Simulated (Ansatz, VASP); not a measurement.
## SrO in VASP and in Ansatz

The input INCAR:

```
PREC = Accurate
ENCUT = 520
EDIFF = 1E-6
ISMEAR = -1
SIGMA = 0.05
LREAL = False
LASPH = True
NELM = 80
ALGO = Normal
ISIF = 2
LWAVE = False
LCHARG = False
GGA = B5
ALDAX = 1.0
AGGAX = 1.0
AGGAC = 1.0
ALDAC = 0.0
NBANDS = 15
```

File KPOINTS:

```
regular mesh
0
Gamma
  9 9 9
```

The input POSCAR:

```
SrO
1.0
    0.0000000000      2.5663000000      2.5663000000
    2.5663000000      0.0000000000      2.5663000000
    2.5663000000      2.5663000000      0.0000000000
Sr O
1 1
Direct
    0.5000000000      0.5000000000      0.5000000000
    0.0000000000      0.0000000000      0.0000000000
```

File input.yaml:

```yaml
crystal:
  lattice:
    - [0.0, 2.5663, 2.5663]
    - [2.5663, 0.0, 2.5663]
    - [2.5663, 2.5663, 0.0]
  atoms:
    - { symbol: Sr, position: [0.5, 0.5, 0.5] }
    - { symbol: O, position: [0.0, 0.0, 0.0] }
kpoints:
  mp_grid: { grid: [9, 9, 9] }
  band_path:
    path:
      - [0.0, 0.0, 0.0]
      - [0.5, 0.0, 0.5]
      - [0.5, 0.25, 0.75]
      - [0.375, 0.375, 0.75]
      - [0.0, 0.0, 0.0]
      - [0.5, 0.5, 0.5]
      - [0.625, 0.25, 0.625]
      - [0.5, 0.25, 0.75]
    npoints: 10
scf:
  occupations: { method: fermi_dirac, width: 0.05 }
hamiltonian:
  xc: blyp
  pseudopotentials: { kind: all_electron, lapw: { basis_error: 0.001 } }
output:
  forces: true
  stress: true
  eigenvalues: true
```

Alike in both runs: functional BLYP; k mesh 9 × 9 × 9; occupations fermi-dirac, width 0.05 eV; no spin polarisation.

```csv
,VASP,Ansatz
version,VASP 6.6.1,Ansatz 0.2.0
potentials or method,"VASP PAW PBE potentials, release 64 (Sr_sv, O), cutoff 520 eV","all-electron LAPW, scalar-relativistic"
task,single point,band structure
```

|  | VASP | Ansatz | Ansatz less VASP |
| --- | --- | --- | --- |
| gap on the k mesh at the Fermi level (eV) | 3.45 | 3.51 | +0.058 |
| least direct gap on the mesh (eV) | 3.54 | 3.58 | +0.048 |
| pressure (GPa) | 6.9 | 6.2 | -0.65 |

VASP's potentials were made for PBE, not for BLYP. Ansatz ran all-electron here, and VASP with PAW potentials.
